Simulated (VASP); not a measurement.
# Rb (Im-3m) in VASP: notebook

Runs on Rb. Level: LDA. Tasks: single point.

All numbers are computed with VASP 6.6.1; they aren't measurements. Logs are shortened: lines on timing, memory, paths and dates and some standing lists are left out, and cuts for length are marked.

### 1 The cell of the first run

It takes space group Im-3m (No. 229, cubic). The conventional cell has a = 5.372 Å, b = 5.372 Å, c = 5.372 Å, α = 90.00°, β = 90.00°, γ = 90.00°.

### 2 Single point, LDA

INCAR

```
SYSTEM = Rb
ALGO     = Normal         ! electronic algorithm
EDIFF    = 1E-7           ! SCF threshold, eV
ENCUT    = 520            ! plane-wave cutoff, eV
ISIF     = 2              ! what is computed and relaxed
ISMEAR   = -1             ! smearing method
LASPH    = .TRUE.         ! aspherical terms in the spheres
LCHARG   = .TRUE.         ! write CHGCAR
LELF     = .TRUE.         ! ELF
LREAL    = .FALSE.        ! projectors in reciprocal space
LVHAR    = .TRUE.       
LWAVE    = .FALSE.        ! write WAVECAR
NBANDS   = 10             ! bands
NELM     = 60             ! most SCF steps
PREC     = Accurate       ! precision mode
SIGMA    = 0.05           ! smearing width, eV
```

KPOINTS

```
k-points
0
G
  11 11 11
  0 0 0
```

POSCAR

```
Rb
1.0
   -2.6859697436      2.6859697436      2.6859697436
    2.6859697436     -2.6859697436      2.6859697436
    2.6859697436      2.6859697436     -2.6859697436
Rb
1
Direct
    0.0000000000      0.0000000000      0.0000000000
```

Potentials or basis: VASP PAW LDA potentials, release 64 (Rb_sv).

The run is started by

```sh
$ cat potpaw_LDA.64/Rb_sv/POTCAR > POTCAR
$ mpirun -np 1 vasp_std > vasp.out
```

OUTCAR:

```text
SYSTEM = Rb
   EDIFF = 1E-7
   ENCUT = 520
   ISIF = 2
   ISMEAR = -1
   LASPH = .TRUE.
   LREAL = .FALSE.
   NELM = 60
   PREC = Accurate

 ion  position               nearest neighbor table
   1  0.000  0.000  0.000-

  LATTYP: Found a body centered cubic cell.
 ALAT       =     5.3719394872

  Lattice vectors:

 A1 = (  -2.6859697436,   2.6859697436,   2.6859697436)
 A2 = (   2.6859697436,  -2.6859697436,   2.6859697436)
 A3 = (   2.6859697436,   2.6859697436,  -2.6859697436)

Analysis of symmetry for initial positions (statically):
=====================================================================
 Subroutine PRICEL returns:
 Original cell was already a primitive cell.

 Routine SETGRP: Setting up the symmetry group for a
 body centered cubic supercell.

 Subroutine GETGRP returns: Found 48 space group operations
 (whereof 48 operations were pure point group operations)
 out of a pool of 48 trial point group operations.

The static configuration has the point symmetry O_h .

Analysis of symmetry for dynamics (positions and initial velocities):
=====================================================================
 Subroutine PRICEL returns:
 Original cell was already a primitive cell.

 Routine SETGRP: Setting up the symmetry group for a
 body centered cubic supercell.

 Subroutine GETGRP returns: Found 48 space group operations
 (whereof 48 operations were pure point group operations)
 out of a pool of 48 trial point group operations.

The dynamic configuration has the point symmetry O_h .

 Subroutine INISYM returns: Found 48 space group operations
 (whereof 48 operations are pure point group operations),
 and found     1 'primitive' translations

----------------------------------------------------------------------------------------

                                     Primitive cell

  volume of cell :      77.5110

  direct lattice vectors                    reciprocal lattice vectors
    -2.685969744  2.685969744  2.685969744     0.000000000  0.186152506  0.186152506
     2.685969744 -2.685969744  2.685969744     0.186152506  0.000000000  0.186152506
     2.685969744  2.685969744 -2.685969744     0.186152506  0.186152506  0.000000000

  length of vectors
     4.652236064  4.652236064  4.652236064     0.263259399  0.263259399  0.263259399

  position of ions in fractional coordinates (direct lattice)
     0.000000000  0.000000000  0.000000000

  ion indices of the primitive-cell ions
   primitive index   ion index
                 1           1

----------------------------------------------------------------------------------------

 KPOINTS: k-points

Automatic generation of k-mesh.
 Grid dimensions read from file:
 generate k-points for:   11   11   11

 Generating k-lattice:

  Cartesian coordinates                     Fractional coordinates (reciprocal lattice)
     0.000000000  0.016922955  0.016922955     0.090909091  0.000000000  0.000000000
     0.016922955  0.000000000  0.016922955     0.000000000  0.090909091  0.000000000
     0.016922955  0.016922955  0.000000000     0.000000000  0.000000000  0.090909091

  Length of vectors
     0.023932673  0.023932673  0.023932673

  Shift w.r.t. Gamma in fractional coordinates (k-lattice)
     0.000000000  0.000000000  0.000000000

 Subroutine IBZKPT returns following result:
 ===========================================

 Found     56 irreducible k-points:

 Following reciprocal coordinates:
            Coordinates               Weight
  0.000000  0.000000  0.000000      1.000000
  0.090909  0.000000  0.000000     12.000000
  0.181818  0.000000  0.000000     12.000000
  0.272727  0.000000  0.000000     12.000000
  0.363636  0.000000  0.000000     12.000000
  0.454545  0.000000  0.000000     12.000000
[... 16 lines left out ...]
  0.272727  0.181818  0.090909     48.000000
  0.363636  0.181818  0.090909     24.000000
 [... further k-points ...]
   k-points           NKPTS =     56   k-points in BZ     NKDIM =     56   number of bands    NBANDS=     10
   number of dos      NEDOS =    301   number of ions     NIONS =      1
   total plane-waves  NPLWV =  46656
   dimension x,y,z NGX =    36 NGY =   36 NGZ =   36
   dimension x,y,z NGXF=    72 NGYF=   72 NGZF=   72
   ions per type =               1
   NGX,Y,Z   is equivalent  to a cutoff of  12.86, 12.86, 12.86 a.u.
   NGXF,Y,Z  is equivalent  to a cutoff of  25.73, 25.73, 25.73 a.u.
 SYSTEM =  Rb
   PREC   = accura    normal or accurate (medium, high low for compatibility)
   ISTART =      0    job   : 0-new  1-cont  2-samecut
   ICHARG =      2    charge: 1-file 2-atom 10-const
   ISPIN  =      1    spin polarized calculation?
   LNONCOLLINEAR =      F non collinear calculations
   LSORBIT =      F    spin-orbit coupling
   LASPH  =      T    aspherical Exc in radial PAW
   ENCUT  =  520.0 eV  38.22 Ry    6.18 a.u.   8.65  8.65  8.65*2*pi/ulx,y,z
   NELM   =     60;   NELMIN=  2; NELMDL= -5     # of ELM steps
   EDIFF  = 0.1E-06   stopping-criterion for ELM
   LREAL  =      F    real-space projection
   EDIFFG = 0.1E-05   stopping-criterion for IOM
   NSW    =      0    number of steps for IOM
   IBRION =     -1    ionic relax: 0-MD 1-quasi-New 2-CG
   NFREE  =      0    steps in history (QN), initial steepest desc. (CG)
   ISIF   =      2    stress and relaxation
   ISYM   =      2    0-nonsym 1-usesym 2-fastsym
   POTIM  = 0.5000    time-step for ionic-motion
   TEBEG  =    0.0;   TEEND  =   0.0 temperature during run
   PSTRESS=    0.0 pullay stress
   NELECT =       9.0000    total number of electrons
   NUPDOWN=      -1.0000    fix difference up-down
   EMIN   =  10.00;   EMAX   =-10.00  energy-range for DOS
   EFERMI =   0.00;   METHOD = LEGACY
   ISMEAR =    -1;   SIGMA  =   0.05  broadening in eV -4-tet -1-fermi 0-gaus
   EFERMI_NEDOS =   21; number of points for ismear=-14 and -15
   IALGO  =     38    algorithm
   IMIX   =      4    mixing-type and parameters
     AMIX     =   0.40;   BMIX     =  1.00
     AMIX_MAG =   1.60;   BMIX_MAG =  1.00
  volume/ion in A,a.u.               =      77.51       523.07
  Fermi-wavevector in a.u.,A,eV,Ry     =   0.798671  1.509269  8.678820  0.637875
  Thomas-Fermi vector in A             =   1.905627
   LORBIT       =      0    0 simple, 1 ext, 2 COOP (PROOUT), +10 PAW based schemes
   GGA     = CA    functional components
   LHFCALC =     F    Hartree Fock is set to
   AEXX    =    0.0000 exact exchange contribution
   IVDW    =     0    specifies the selected vdW correction
   LEPSILON=     F    determine dielectric tensor
   LRPA    =     F    only Hartree local field effects (RPA)
 non-spin polarized calculation
  energy-cutoff  :      520.00
  volume of cell :       77.51
 maximum number of plane-waves:      2100
   NGX = 17   NGY = 17   NGZ = 17

 number of electron       9.0000000 magnetization

 Free energy of the ion-electron system (eV)
  ---------------------------------------------------
  ext. energy  EPLUGINS =         0.00000000
  ---------------------------------------------------
  free energy    TOTEN  =        -1.06531555 eV

  energy without entropy =       -1.05908099  energy(sigma->0) =       -1.06219827

 E-fermi :   0.1806     XC(G=0):  -6.1026

 val. band max:        0.1794887586   @ k =   0.4545   0.0000   0.0000
 cond. band min:       0.2872196327   @ k =  -0.4545   0.4545   0.0909
 fundamental gap:      0.1077308742
 Fermi energy:         0.1805702578

 k-point     1 :       0.0000    0.0000    0.0000
  band No.  band energies     occupation
      1     -28.5535      2.00000
      2     -12.6317      2.00000
      3     -12.6317      2.00000
      4     -12.6317      2.00000
      5      -2.0408      2.00000
      6       3.8834      0.00000
      7       3.8834      0.00000
      8       3.8834      0.00000
      9       4.9825      0.00000
     10       4.9825      0.00000

 k-point     2 :       0.0909    0.0000    0.0000
  band No.  band energies     occupation
      1     -28.5528      2.00000
      2     -12.6458      2.00000
      3     -12.6362      2.00000
      4     -12.6318      2.00000
      5      -1.9263      2.00000
      6       3.7378      0.00000
      7       3.7399      0.00000
      8       3.9934      0.00000
      9       4.7679      0.00000
     10       4.9486      0.00000

 k-point     3 :       0.1818    0.0000    0.0000
  band No.  band energies     occupation
      1     -28.5508      2.00000
      2     -12.6831      2.00000
      3     -12.6481      2.00000
      4     -12.6319      2.00000
      5      -1.5945      2.00000
      6       3.2031      0.00000
      7       3.4233      0.00000
      8       4.3189      0.00000
      9       4.6918      0.00000
     10       4.9077      0.00000

 k-point     4 :       0.2727    0.0000    0.0000
  band No.  band energies     occupation
      1     -28.5482      2.00000
      2     -12.7309      2.00000
      3     -12.6636      2.00000
      4     -12.6320      2.00000
      5      -1.0797      2.00000
      6       2.5152      0.00000
      7       3.0982      0.00000
      8       4.8093      0.00000
      9       4.8473      0.00000
     10       4.9541      0.00000
[... 222 lines left out ...]
 k-point    22 :       0.1818    0.1818    0.0909
  band No.  band energies     occupation
      1     -28.5457      2.00000
      2     -12.7631      2.00000
      3     -12.6739      2.00000
      4     -12.6534      2.00000
      5      -0.3145      1.99990
      6       2.1166      0.00000
      7       2.3376      0.00000
      8       4.8443      0.00000
      9       5.1516      0.00000
     10       5.4728      0.00000

 k-point    23 :       0.2727    0.1818    0.0909
  band No.  band energies     occupation
      1     -28.5443      2.00000
      2     -12.7709      2.00000
      3     -12.6964      2.00000
      4     -12.6573      2.00000
      5       0.3467      0.06964
      6       1.6694      0.00000
      7       2.1341      0.00000
      8       4.3888      0.00000
      9       5.3395      0.00000
     10       5.6617      0.00000

 k-point    24 :       0.3636    0.1818    0.0909
  band No.  band energies     occupation
      1     -28.5438      2.00000
      2     -12.7711      2.00000
      3     -12.7079      2.00000
      4     -12.6584      2.00000
      5       0.8748      0.00000
      6       1.2381      0.00000
      7       2.0713      0.00000
      8       4.1524      0.00000
      9       5.4952      0.00000
     10       5.6624      0.00000

 [... further k-points ...]
[... 5 lines left out ...]
  --------------------------------------------------------------------------------------
  -------------------------------------------------------------------------------------
  Total       -0.0022166     -0.0022166     -0.0022166     -0.0000000      0.0000000      0.0000000
  in kB       -0.0458179     -0.0458179     -0.0458179     -0.0000000      0.0000000      0.0000000
  external PRESSURE =      -0.0458179 kB  Pullay stress =       0.0000000 kB

 VOLUME and BASIS-vectors are now :
 -----------------------------------------------------------------------------
  energy-cutoff  :      520.00
  volume of cell :       77.51
      direct lattice vectors                 reciprocal lattice vectors
    -2.685969744  2.685969744  2.685969744     0.000000000  0.186152506  0.186152506
     2.685969744 -2.685969744  2.685969744     0.186152506  0.000000000  0.186152506
     2.685969744  2.685969744 -2.685969744     0.186152506  0.186152506  0.000000000

 POSITION                                       TOTAL-FORCE (eV/Angst)
 -----------------------------------------------------------------------------------
      0.00000      0.00000      0.00000        -0.000000      0.000000     -0.000000
 -----------------------------------------------------------------------------------
    total drift:                               -0.000000      0.000000      0.000000

  FREE ENERGIE OF THE ION-ELECTRON SYSTEM (eV)
  ---------------------------------------------------
  free  energy   TOTEN  =        -1.0653155504 eV

  energy  without entropy=       -1.0590809920  energy(sigma->0) =       -1.06219827
```

Run time: 16 s. Hardware: 1 thread of Intel Xeon Platinum 8488C (Sapphire Rapids), shared host; peak memory 0.18 GiB.

Results:

* Free energy: -1.0653 eV
* Pressure: 0.0 GPa

Levels at points of the mesh, in eV from the Fermi level:
```csv
k point,band 2,band 3,band 4,band 5,band 6,band 7,band 8,band 9
"(0.00, 0.00, 0.00)",-12.81,-12.81,-12.81,-2.22,3.70,3.70,3.70,4.80
```

### 3 Single point, LDA

INCAR

```
  PREC = Accurate
  ENCUT = 520
  EDIFF = 1E-7
  ISMEAR = -1
  SIGMA = 0.05
  LREAL = F
  LASPH = T
  NELM = 100
  ALGO = Normal
  ISIF = 2
  LWAVE = F
  LCHARG = F
  NBANDS = 10
```

KPOINTS

```
Automatic mesh
0
Gamma
  11 11 11
```

POSCAR is that of step 2.

Potentials or basis: VASP PAW LDA potentials, release 64 (Rb_sv).

The run is started by

```sh
$ cat potpaw_LDA.64/Rb_sv/POTCAR > POTCAR
$ mpirun -np 1 vasp_std > vasp.out
```

Run time: 14 s. Hardware: 1 thread of Intel Xeon Platinum 8488C (Sapphire Rapids), shared host; peak memory 0.19 GiB.

It converged, with:

```
Free energy : -1.0653 eV
Pressure    : 0.0 GPa
```

Levels at points of the mesh, in eV from the Fermi level:
| k point | band 1 | band 2 | band 3 | band 4 | band 5 | band 6 | band 7 | band 8 | band 9 | band 10 |
| --- | --- | --- | --- | --- | --- | --- | --- | --- | --- | --- |
| (0.00, 0.00, 0.00) | -28.73 | -12.81 | -12.81 | -12.81 | -2.22 | 3.70 | 3.70 | 3.70 | 4.80 | 4.80 |

### 4 Single point, LDA

INCAR

```
SYSTEM = Rb
PREC = Accurate ; ENCUT = 520
EDIFF = 1E-6 ; ISMEAR = -1
SIGMA = 0.05 ; LREAL = .FALSE.
LASPH = .TRUE. ; NELM = 100
ALGO = Normal ; ISIF = 2
LWAVE = .FALSE. ; LCHARG = .FALSE.
GGA = CA ; NBANDS = 10
```

KPOINTS

```
Automatic mesh
0
G
  11 11 11
  0 0 0
```

POSCAR is that of step 3.

The run is started by

```sh
$ cat potpaw_LDA.64/Rb_sv/POTCAR > POTCAR
$ mpirun -np 1 vasp_std > vasp.out
```

Wall time 13 s (1 thread of Intel Xeon Platinum 8488C (Sapphire Rapids), shared host); peak memory 0.19 GiB.

It converged, with:

```
Free energy : -1.0653 eV
Pressure    : 0.0 GPa
```

Levels at points of the mesh, in eV from the Fermi level:
```tsv
k point	band 1	band 2	band 3	band 4	band 5	band 6	band 7	band 8	band 9	band 10
(0.00, 0.00, 0.00)	-28.73	-12.81	-12.81	-12.81	-2.22	3.70	3.70	3.70	4.80	4.80
```
